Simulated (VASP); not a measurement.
# InP (Fm-3m) in VASP: further runs

The runs below take InP through single point, with PBE, PBEsol.

Program: VASP 6.6.1. These are calculated values, not measurements. Logs are shortened: lines on timing, memory, paths and dates and some standing lists are left out, and cuts for length are marked.

### 1 The cell of the first run

The structure is cubic, space group Fm-3m (No. 225). Conventional cell: a = 5.538 Å, b = 5.538 Å, c = 5.538 Å, α = 90.00°, β = 90.00°, γ = 90.00°. Within 3.6 Å of In (site symmetry m-3m) lie 6 P at 2.77 Å. P (site symmetry m-3m) has 6 In at 2.77 Å within 3.6 Å.

### 2 Single point, PBE

File INCAR:

```
ALGO = Normal ; EDIFF = 1E-7
ENCUT = 520 ; GGA = PE
ISIF = 2 ; ISMEAR = 0
LASPH = True ; LCHARG = False
LREAL = False ; LWAVE = False
NBANDS = 16 ; NELM = 80
PREC = Accurate ; SIGMA = 0.05
```

File KPOINTS:

```
k-points
0
Gamma
  7 7 7
```

File POSCAR:

```
InP
1.0
    0.0000000000      2.7688340000      2.7688340000
    2.7688340000      0.0000000000      2.7688340000
    2.7688340000      2.7688340000      0.0000000000
In P
1 1
Direct
    0.0000000000      0.0000000000      0.0000000000
    0.5000000000      0.5000000000      0.5000000000
```

Potentials or basis: VASP PAW PBE potentials, release 64 (In_d, P).

Run with:

```bash
> cat potpaw_PBE.64/In_d/POTCAR potpaw_PBE.64/P/POTCAR > POTCAR
> mpirun -np 1 vasp_std > vasp.out
```

OUTCAR:

```text
EDIFF = 1E-7
   ENCUT = 520
   GGA = PE
   ISIF = 2
   ISMEAR = 0
   LASPH = True
   LREAL = False
   NELM = 80
   PREC = Accurate

 ion  position               nearest neighbor table
   1  0.000  0.000  0.000-   2 2.77   2 2.77   2 2.77   2 2.77   2 2.77   2 2.77
   2  0.500  0.500  0.500-   1 2.77   1 2.77   1 2.77   1 2.77   1 2.77   1 2.77

  LATTYP: Found a face centered cubic cell.
 ALAT       =     5.5376680000

  Lattice vectors:

 A1 = (   0.0000000000,   2.7688340000,   2.7688340000)
 A2 = (   2.7688340000,   0.0000000000,   2.7688340000)
 A3 = (   2.7688340000,   2.7688340000,   0.0000000000)

Analysis of symmetry for initial positions (statically):
=====================================================================
 Subroutine PRICEL returns:
 Original cell was already a primitive cell.

 Routine SETGRP: Setting up the symmetry group for a
 face centered cubic supercell.

 Subroutine GETGRP returns: Found 48 space group operations
 (whereof 48 operations were pure point group operations)
 out of a pool of 48 trial point group operations.

The static configuration has the point symmetry O_h .

Analysis of symmetry for dynamics (positions and initial velocities):
=====================================================================
 Subroutine PRICEL returns:
 Original cell was already a primitive cell.

 Routine SETGRP: Setting up the symmetry group for a
 face centered cubic supercell.

 Subroutine GETGRP returns: Found 48 space group operations
 (whereof 48 operations were pure point group operations)
 out of a pool of 48 trial point group operations.

The dynamic configuration has the point symmetry O_h .

 Subroutine INISYM returns: Found 48 space group operations
 (whereof 48 operations are pure point group operations),
 and found     1 'primitive' translations

----------------------------------------------------------------------------------------

                                     Primitive cell

  volume of cell :      42.4542

  direct lattice vectors                    reciprocal lattice vectors
     0.000000000  2.768834000  2.768834000    -0.180581429  0.180581429  0.180581429
     2.768834000  0.000000000  2.768834000     0.180581429 -0.180581429  0.180581429
     2.768834000  2.768834000  0.000000000     0.180581429  0.180581429 -0.180581429

  length of vectors
     3.915722595  3.915722595  3.915722595     0.312776210  0.312776210  0.312776210

  position of ions in fractional coordinates (direct lattice)
     0.000000000  0.000000000  0.000000000
     0.500000000  0.500000000  0.500000000

  ion indices of the primitive-cell ions
   primitive index   ion index
                 1           1
                 2           2

----------------------------------------------------------------------------------------

 KPOINTS: k-points

Automatic generation of k-mesh.
 Grid dimensions read from file:
 generate k-points for:    7    7    7

 Generating k-lattice:

  Cartesian coordinates                     Fractional coordinates (reciprocal lattice)
    -0.025797347  0.025797347  0.025797347     0.142857143  0.000000000  0.000000000
     0.025797347 -0.025797347  0.025797347     0.000000000  0.142857143  0.000000000
     0.025797347  0.025797347 -0.025797347     0.000000000  0.000000000  0.142857143

  Length of vectors
     0.044682316  0.044682316  0.044682316

  Shift w.r.t. Gamma in fractional coordinates (k-lattice)
     0.000000000  0.000000000  0.000000000

 Subroutine IBZKPT returns following result:
 ===========================================

 Found     20 irreducible k-points:

 Following reciprocal coordinates:
            Coordinates               Weight
  0.000000  0.000000  0.000000      1.000000
  0.142857  0.000000  0.000000      8.000000
  0.285714  0.000000  0.000000      8.000000
  0.428571  0.000000  0.000000      8.000000
  0.142857  0.142857  0.000000      6.000000
  0.285714  0.142857  0.000000     24.000000
[... 12 lines left out ...]
 -0.428571  0.428571  0.142857     24.000000
 -0.285714  0.428571  0.142857     24.000000
   k-points           NKPTS =     20   k-points in BZ     NKDIM =     20   number of bands    NBANDS=     16
   number of dos      NEDOS =    301   number of ions     NIONS =      2
   total plane-waves  NPLWV =  27000
   dimension x,y,z NGX =    30 NGY =   30 NGZ =   30
   dimension x,y,z NGXF=    60 NGYF=   60 NGZF=   60
   ions per type =               1   1
   NGX,Y,Z   is equivalent  to a cutoff of  12.74, 12.74, 12.74 a.u.
   NGXF,Y,Z  is equivalent  to a cutoff of  25.47, 25.47, 25.47 a.u.
 SYSTEM =  unknown system
   PREC   = accura    normal or accurate (medium, high low for compatibility)
   ISTART =      0    job   : 0-new  1-cont  2-samecut
   ICHARG =      2    charge: 1-file 2-atom 10-const
   ISPIN  =      1    spin polarized calculation?
   LNONCOLLINEAR =      F non collinear calculations
   LSORBIT =      F    spin-orbit coupling
   LASPH  =      T    aspherical Exc in radial PAW
   ENCUT  =  520.0 eV  38.22 Ry    6.18 a.u.   7.28  7.28  7.28*2*pi/ulx,y,z
   NELM   =     80;   NELMIN=  2; NELMDL= -5     # of ELM steps
   EDIFF  = 0.1E-06   stopping-criterion for ELM
   LREAL  =      F    real-space projection
   EDIFFG = 0.1E-05   stopping-criterion for IOM
   NSW    =      0    number of steps for IOM
   IBRION =     -1    ionic relax: 0-MD 1-quasi-New 2-CG
   NFREE  =      0    steps in history (QN), initial steepest desc. (CG)
   ISIF   =      2    stress and relaxation
   ISYM   =      2    0-nonsym 1-usesym 2-fastsym
   POTIM  = 0.5000    time-step for ionic-motion
   TEBEG  =    0.0;   TEEND  =   0.0 temperature during run
   PSTRESS=    0.0 pullay stress
   NELECT =      18.0000    total number of electrons
   NUPDOWN=      -1.0000    fix difference up-down
   EMIN   =  10.00;   EMAX   =-10.00  energy-range for DOS
   EFERMI =   0.00;   METHOD = LEGACY
   ISMEAR =     0;   SIGMA  =   0.05  broadening in eV -4-tet -1-fermi 0-gaus
   EFERMI_NEDOS =   21; number of points for ismear=-14 and -15
   IALGO  =     38    algorithm
   IMIX   =      4    mixing-type and parameters
     AMIX     =   0.40;   BMIX     =  1.00
     AMIX_MAG =   1.60;   BMIX_MAG =  1.00
  volume/ion in A,a.u.               =      21.23       143.25
  Fermi-wavevector in a.u.,A,eV,Ry     =   1.229869  2.324115 20.579860  1.512577
  Thomas-Fermi vector in A             =   2.364739
   LORBIT       =      0    0 simple, 1 ext, 2 COOP (PROOUT), +10 PAW based schemes
   GGA     = PE    functional components
   LHFCALC =     F    Hartree Fock is set to
   AEXX    =    0.0000 exact exchange contribution
   IVDW    =     0    specifies the selected vdW correction
   LEPSILON=     F    determine dielectric tensor
   LRPA    =     F    only Hartree local field effects (RPA)
 non-spin polarized calculation
 Gauss-broadening in eV      SIGMA  =   0.05
  energy-cutoff  :      520.00
  volume of cell :       42.45
 maximum number of plane-waves:      1155
 NGX is ok and might be reduce to    30
   NGX = 15   NGY = 15   NGZ = 15

 number of electron      18.0000009 magnetization

 Free energy of the ion-electron system (eV)
  ---------------------------------------------------
  ext. energy  EPLUGINS =         0.00000000
  ---------------------------------------------------
  free energy    TOTEN  =        -7.92284313 eV

  energy without entropy =       -7.92147563  energy(sigma->0) =       -7.92215938

 E-fermi :   7.1426     XC(G=0): -10.3960

 val. band max:        7.1324317997   @ k =   0.4286   0.0000   0.0000
 cond. band min:       7.2191496533   @ k =   0.2857   0.2857   0.0000
 fundamental gap:      0.0867178536
 Fermi energy:         7.1426352555

 k-point     1 :       0.0000    0.0000    0.0000
  band No.  band energies     occupation
      1      -7.1597      2.00000
      2      -7.1597      2.00000
      3      -7.1395      2.00000
      4      -7.1395      2.00000
      5      -7.1395      2.00000
      6      -4.9804      2.00000
[... 8 lines left out ...]
     15      15.5203      0.00000
     16      15.5203      0.00000

 k-point     2 :       0.1429    0.0000    0.0000
  band No.  band energies     occupation
      1      -7.1699      2.00000
      2      -7.1699      2.00000
      3      -7.1402      2.00000
      4      -7.1257      2.00000
      5      -7.1257      2.00000
      6      -4.7281      2.00000
[... 8 lines left out ...]
     15      14.9108      0.00000
     16      15.3730      0.00000

 k-point     3 :       0.2857    0.0000    0.0000
  band No.  band energies     occupation
      1      -7.1966      2.00000
      2      -7.1966      2.00000
      3      -7.1444      2.00000
      4      -7.0904      2.00000
      5      -7.0904      2.00000
      6      -4.0120      2.00000
[... 8 lines left out ...]
     15      16.1352      0.00000
     16      16.1352      0.00000

 k-point     4 :       0.4286    0.0000    0.0000
  band No.  band energies     occupation
      1      -7.2184      2.00000
      2      -7.2184      2.00000
      3      -7.1496      2.00000
      4      -7.0613      2.00000
      5      -7.0613      2.00000
      6      -3.1087      2.00000
[... 8 lines left out ...]
     15      17.8680      0.00000
     16      17.8680      0.00000

 k-point     5 :       0.1429    0.1429    0.0000
  band No.  band energies     occupation
      1      -7.1969      2.00000
      2      -7.1508      2.00000
      3      -7.1498      2.00000
      4      -7.1197      2.00000
      5      -7.1197      2.00000
      6      -4.6324      2.00000
[... 8 lines left out ...]
     15      16.9690      0.00000
     16      16.9690      0.00000

 k-point     6 :       0.2857    0.1429    0.0000
  band No.  band energies     occupation
      1      -7.2398      2.00000
      2      -7.1618      2.00000
      3      -7.1521      2.00000
      4      -7.1003      2.00000
      5      -7.0866      2.00000
      6      -4.0430      2.00000
[... 8 lines left out ...]
     15      17.1463      0.00000
     16      17.3108      0.00000

 k-point     7 :       0.4286    0.1429    0.0000
  band No.  band energies     occupation
      1      -7.2657      2.00000
      2      -7.1883      2.00000
      3      -7.1442      2.00000
      4      -7.0837      2.00000
      5      -7.0573      2.00000
      6      -3.1338      2.00000
[... 8 lines left out ...]
     15      18.4912      0.00000
     16      18.6818      0.00000

 k-point     8 :      -0.4286    0.1429    0.0000
  band No.  band energies     occupation
      1      -7.2589      2.00000
      2      -7.2067      2.00000
      3      -7.1376      2.00000
      4      -7.0747      2.00000
      5      -7.0580      2.00000
      6      -2.7013      2.00000
[... 8 lines left out ...]
     15      17.7302      0.00000
     16      18.8463      0.00000

 k-point     9 :      -0.2857    0.1429    0.0000
  band No.  band energies     occupation
      1      -7.2239      2.00000
      2      -7.2053      2.00000
      3      -7.1366      2.00000
      4      -7.0859      2.00000
      5      -7.0812      2.00000
      6      -3.4663      2.00000
[... 8 lines left out ...]
     15      16.7032      0.00000
     16      18.9344      0.00000
[... 96 lines left out ...]
 k-point    15 :       0.4286    0.4286    0.0000
  band No.  band energies     occupation
      1      -7.4553      2.00000
      2      -7.1914      2.00000
      3      -7.1148      2.00000
      4      -7.0325      2.00000
      5      -7.0325      2.00000
      6      -2.1383      2.00000
[... 8 lines left out ...]
     15      19.0843      0.00000
     16      20.6722      0.00000

 k-point    16 :      -0.4286    0.4286    0.0000
  band No.  band energies     occupation
      1      -7.4470      2.00000
      2      -7.1797      2.00000
      3      -7.1270      2.00000
      4      -7.0397      2.00000
      5      -7.0313      2.00000
      6      -1.8078      2.00000
[... 8 lines left out ...]
     15      19.3890      0.00000
     16      20.8526      0.00000

 k-point    17 :       0.4286    0.2857    0.1429
  band No.  band energies     occupation
      1      -7.2918      2.00000
      2      -7.1671      2.00000
      3      -7.1509      2.00000
      4      -7.0764      2.00000
      5      -7.0738      2.00000
      6      -3.3187      2.00000
[... 8 lines left out ...]
     15      18.8867      0.00000
     16      19.1681      0.00000

 k-point    18 :      -0.4286    0.2857    0.1429
  band No.  band energies     occupation
      1      -7.3199      2.00000
      2      -7.1826      2.00000
      3      -7.1296      2.00000
      4      -7.0904      2.00000
      5      -7.0502      2.00000
      6      -2.4571      2.00000
[... 8 lines left out ...]
     15      17.8785      0.00000
     16      19.5110      0.00000

 k-point    19 :      -0.4286    0.4286    0.1429
  band No.  band energies     occupation
      1      -7.4076      2.00000
      2      -7.1635      2.00000
      3      -7.1442      2.00000
      4      -7.0624      2.00000
      5      -7.0327      2.00000
      6      -2.0502      2.00000
[... 8 lines left out ...]
     15      19.2782      0.00000
     16      20.5882      0.00000

 k-point    20 :      -0.2857    0.4286    0.1429
  band No.  band energies     occupation
      1      -7.3784      2.00000
      2      -7.1659      2.00000
      3      -7.1289      2.00000
      4      -7.0964      2.00000
      5      -7.0330      2.00000
      6      -1.8810      2.00000
[... 8 lines left out ...]
     15      18.1717      0.00000
     16      20.6380      0.00000

------------------------ aborting loop because EDIFF is reached ----------------------------------------

  FORCE on cell =-STRESS in cart. coord.  units (eV):
  Direction    XX          YY          ZZ          XY          YZ          ZX
  --------------------------------------------------------------------------------------
  -------------------------------------------------------------------------------------
  Total        0.0085343      0.0085343      0.0085343     -0.0000000     -0.0000000      0.0000000
  in kB        0.3220747      0.3220747      0.3220747     -0.0000000     -0.0000000      0.0000000
  external PRESSURE =       0.3220747 kB  Pullay stress =       0.0000000 kB

 VOLUME and BASIS-vectors are now :
 -----------------------------------------------------------------------------
  energy-cutoff  :      520.00
  volume of cell :       42.45
      direct lattice vectors                 reciprocal lattice vectors
     0.000000000  2.768834000  2.768834000    -0.180581429  0.180581429  0.180581429
     2.768834000  0.000000000  2.768834000     0.180581429 -0.180581429  0.180581429
     2.768834000  2.768834000  0.000000000     0.180581429  0.180581429 -0.180581429

 POSITION                                       TOTAL-FORCE (eV/Angst)
 -----------------------------------------------------------------------------------
      0.00000      0.00000      0.00000         0.000000      0.000000      0.000000
      2.76883      2.76883      2.76883         0.000000      0.000000     -0.000000
 -----------------------------------------------------------------------------------
    total drift:                               -0.000000      0.000000      0.000000

  FREE ENERGIE OF THE ION-ELECTRON SYSTEM (eV)
  ---------------------------------------------------
  free  energy   TOTEN  =        -7.9228431263 eV

  energy  without entropy=       -7.9214756321  energy(sigma->0) =       -7.92215938
```

Run time: 16 s. Hardware: 1 thread of AMD EPYC 7R43 (Zen 3), shared host; peak memory 0.13 GiB.

Results:

| Quantity | Value |
| --- | --- |
| Free energy | -7.9228 eV |
| Pressure | 0.0 GPa |
| Band gap on the k mesh | zero (band 9 reaches 7.25 eV, above the bottom of band 10 at 4.83 eV) |

Caveat: spin-orbit coupling is left out, which moves the levels of the heavy elements.

### 3 Single point, PBEsol, non-collinear spin, zero start, spin-orbit coupling

File INCAR:

```
SYSTEM = InP
ALGO = Normal
EDIFF = 1E-6
ENCUT = 520
GGA = PS
GGA_COMPAT = .False.
ISIF = 2
ISMEAR = 1
LASPH = .True.
LCHARG = .False.
LORBIT = 11
LORBMOM = .True.
LREAL = .False.
LSORBIT = .True.
LWAVE = .False.
MAGMOM = 0 0 0 0 0 0
NBANDS = 30
NELM = 150
PREC = Accurate
SIGMA = 0.05
```

File KPOINTS:

```
k-points
0
Gamma
  7 7 7
  0 0 0
```

POSCAR is that of step 2.

Potentials or basis: VASP PAW PBE potentials, release 64 (In_d, P).

Run with:

```bash
> cat potpaw_PBE.64/In_d/POTCAR potpaw_PBE.64/P/POTCAR > POTCAR
> mpirun -np 1 vasp_ncl > vasp.out
```

Run time: 62 s. Hardware: 1 thread of AMD EPYC 7R43 (Zen 3), shared host; peak memory 0.25 GiB.

It converged, with:

* Free energy: -8.8170 eV
* Pressure: -3.4 GPa
* Net moment: 0.00 μB per cell
* Valence electrons inside the program's atomic spheres: In 11.34; P 2.44

Moments on the atoms (μB; x, y, z):
```
In  0.00 0.00 0.00
P   0.00 0.00 0.00
```

Caveat: the PAW data sets were made with another functional, which shifts forces and pressure a little.

(Continued in part 2 of 2.)
